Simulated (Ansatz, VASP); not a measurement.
## One calculation of Sn, two programs

```xyz
2
Lattice="0.0000 3.0022 3.2456 3.4890 0.0000 3.2456 3.4890 3.0022 0.0000" Properties=species:S:1:pos:R:3 pbc="T T T"
Sn    3.4890    3.0022    3.2456
Sn    5.2335    4.5033    4.8684
```

Change from the starting cell: strain +0.0750 x Voigt [1, -1, 0, 0, 0, 0], atoms carried along.

Alike in both runs: task single point; functional r2SCAN; k mesh 12 × 12 × 12; occupations gaussian, width 0.15 eV; no spin polarisation.

```csv
,VASP,Ansatz
version,VASP 6.6.1,Ansatz 0.2.0
potentials or method,"VASP PAW PBE potentials, release 64 (Sn_d), cutoff 520 eV","scalar-relativistic, plane waves, PAW"
valence electrons in the cell,28,28
```

```csv
,VASP,Ansatz,Ansatz less VASP
gap on the k mesh at the Fermi level (eV),none,none,-
pressure (GPa),1.7,1.8,+0.04
"traceless stress, the component that is largest in VASP (GPa)",-2.87,-2.88,-0.006
```

VASP's potentials were made for PBE, not for r2SCAN. A gap of «none» marks a metal or a gap that the smearing closes. With one functional, cell and mesh, what is left measures potentials, basis and numerics.
